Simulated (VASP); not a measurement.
Write the native input for VASP 6.6.1 that does the following.

* Task: electric field gradients
* Functional: LDA
* Potentials or basis: VASP PAW LDA potentials, release 64 (O)
* Cutoff: 520 eV
* k mesh: 14 × 14 × 14
* Occupations: fermi-dirac, width 0.08 eV
* Spin: no spin polarisation
* Dipole correction: no
* Further INCAR settings: ALGO = Normal; EDIFF = 1e-08; NBANDS = 13

The structure of O lies in POSCAR:

```
O
1.0
    0.0000000000      1.8643428824      3.8461435541
    1.4814762822      0.0000000000      3.8461435541
    1.4814762822      1.8643428824      0.0000000000
O
2
Direct
    0.4210980000      0.4210980000      0.5789020000
    0.5789020000      0.5789020000      0.4210980000
```

These files were run (other wordings do the same):

INCAR

```
PREC = Accurate ; ENCUT = 520
EDIFF = 1E-8 ; ISMEAR = -1
SIGMA = 0.08 ; LREAL = F
LASPH = T ; NELM = 60
ALGO = Normal ; ISIF = 2
LWAVE = F ; LCHARG = F
LEFG = T ; NBANDS = 13
```

KPOINTS

```
Automatic mesh
0
Gamma
  14 14 14
```

Potentials or basis: VASP PAW LDA potentials, release 64 (O).

Launch:

```bash
$ cat potpaw_LDA.64/O/POTCAR > POTCAR
$ mpirun -np 1 vasp_std > vasp.out
```

It gave:

```json
{
 "Pressure": "-3.4 GPa",
 "Largest force": "0.341 eV/Å",
 "Band gap on the k mesh": "zero (bands 6 and 7 overlap by 2.19 eV)",
 "Largest electric field gradient by atom": "O +126.5 V/Å²"
}
```

Caveat: the standard files for N, O and F lose accuracy on very short bonds; spin is off for a triplet molecule; the stress differs along the axes, from -7 to 2 GPa; without QUAD_EFG the Cq values of the log hold for a quadrupole moment of 1 mb, not for the nuclei.

Run time: 88 s on 1 thread of Oxide Virtual Turin-like Processor (shared host), peak memory 0.16 GiB.
